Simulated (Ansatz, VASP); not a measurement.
**W: VASP beside Ansatz**

```xyz
1
Lattice="2.6132 0.0000 0.0000 0.0000 2.6132 0.0000 0.0000 0.0000 2.6132" Properties=species:S:1:pos:R:3 pbc="T T T"
W     0.0000    0.0000    0.0000
```

Alike in both runs: functional r2SCAN; k mesh 6 × 6 × 6; occupations gaussian, width 0.1 eV; no spin polarisation.

Ansatz relaxed the structure, and its values are those at the end. VASP's run is a single point on that final structure, the one shown.

|  | VASP | Ansatz |
| --- | --- | --- |
| version | VASP 6.6.1 | Ansatz 0.2.0 |
| potentials or method | VASP PAW PBE potentials, release 64 (W_sv), cutoff 520 eV | scalar-relativistic, plane waves, PAW |
| valence electrons in the cell | 14 | 14 |

```csv
,VASP,Ansatz,Ansatz less VASP
gap on the k mesh at the Fermi level (eV),none,none,-
pressure (GPa),1.1,-0.1,-1.19
```

VASP's potentials were made for PBE, not for r2SCAN. A gap of «none» marks a metal or a gap that the smearing closes. The functional is the same, so the differences come from potentials, cutoffs and numerics.

The k mesh is coarse, so the values compare programs but aren't converged. Neither program's run includes spin-orbit coupling.
